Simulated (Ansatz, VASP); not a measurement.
**Two plane-wave programs on HfC**

```
Hf C
1.0
    -0.04650    2.30175    2.30175
     2.30175   -0.04650    2.30175
     2.30175    2.30175   -0.04650
Hf C
1 1
Direct
  0.50000 0.50000 0.50000
  0.00000 0.00000 0.00000
```

Change from the starting cell: equal xy, yz and zx shear strains of -2 %, PAW files.

Alike in both runs: task electric field gradients; functional PBEsol; k mesh 15 × 15 × 15; occupations fermi-dirac, width 0.05 eV; no spin polarisation.

```csv
,VASP,Ansatz
version,VASP 6.6.1,Ansatz 0.2.0
potentials or method,"VASP PAW PBE potentials, release 64 (Hf_pv, C)","PAW with Ansatz's default frozen-core files, scalar-relativistic"
plane-wave cutoff (eV),520,420
valence electrons in the cell,14,30
```

```csv
,VASP,Ansatz,Ansatz less VASP
pressure (GPa),-6.9,-6.5,+0.44
"traceless stress, the component that is largest in VASP (GPa)",3.22,3.21,-0.003
size of Vzz on the site where it differs most (V/Å²),5.0,6.8,+1.86
```

VASP's potentials were made for PBE, not for PBEsol. The functional is the same, so the differences come from potentials, cutoffs and numerics. VASP's potentials hold 14 valence electrons a cell and Ansatz's 30, so a difference there can come from the potentials and not from the codes.

Neither program's run includes spin-orbit coupling.
